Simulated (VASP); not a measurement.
A run of VASP 6.6.1 is set up as follows.

File POSCAR:

```
Sb
1.0
    3.1600000000      0.0000000000      0.0000000000
    0.0000000000      2.8045000000      0.0000000000
    0.0000000000      0.0000000000      3.1600000000
Sb
1
Direct
    0.0000000000      0.0000000000      0.0000000000
```

Contents of INCAR.step1:

```
ALGO     = Normal         # electronic algorithm
EDIFF    = 1E-4           # SCF threshold, eV
ENCUT    = 520            # plane-wave cutoff, eV
GGA      = PE             # functional
ISMEAR   = 0              # smearing method
LASPH    = T              # aspherical terms in the spheres
LCHARG   = F              # write CHGCAR
LREAL    = F              # projectors in reciprocal space
LWAVE    = T              # write WAVECAR
NBANDS   = 8              # bands
NELM     = 80             # most SCF steps
PREC     = Accurate       # precision mode
SIGMA    = 0.15           # smearing width, eV
```

INCAR.step2

```
ALGO     = Normal         # electronic algorithm
EDIFF    = 1E-6           # SCF threshold, eV
ENCUT    = 520            # plane-wave cutoff, eV
ISIF     = 2              # what is computed and relaxed
ISMEAR   = 0              # smearing method
ISTART   = 1            
LASPH    = T              # aspherical terms in the spheres
LCHARG   = F              # write CHGCAR
LMIXTAU  = T            
LREAL    = F              # projectors in reciprocal space
LWAVE    = F              # write WAVECAR
METAGGA  = R2SCAN         # meta-GGA
NBANDS   = 8              # bands
NELM     = 80             # most SCF steps
PREC     = Accurate       # precision mode
SIGMA    = 0.15           # smearing width, eV
```

The input KPOINTS:

```
k-points
0
Gamma
  16 16 16
```

Potentials or basis: VASP PAW PBE potentials, release 64 (Sb).

The run is started by

```console
$ cat potpaw_PBE.64/Sb/POTCAR > POTCAR
$ cp INCAR.step1 INCAR
$ mpirun -np 1 vasp_std > vasp.out
$ cp INCAR.step2 INCAR
$ mpirun -np 1 vasp_std > vasp.out
```

**Question.** Estimate the pressure.

**Answer.** 5.6 GPa.

Stress tensor (GPa, compression positive):
```
-1.83  0.00  0.00
 0.00 20.60  0.00
 0.00  0.00 -1.83
```

Caveat: the cell differs from its parent crystal (strain -0.1125 x Voigt [0, 1, 0, 0, 0, 0]); the PAW data sets were made with another functional, which shifts forces and pressure a little.
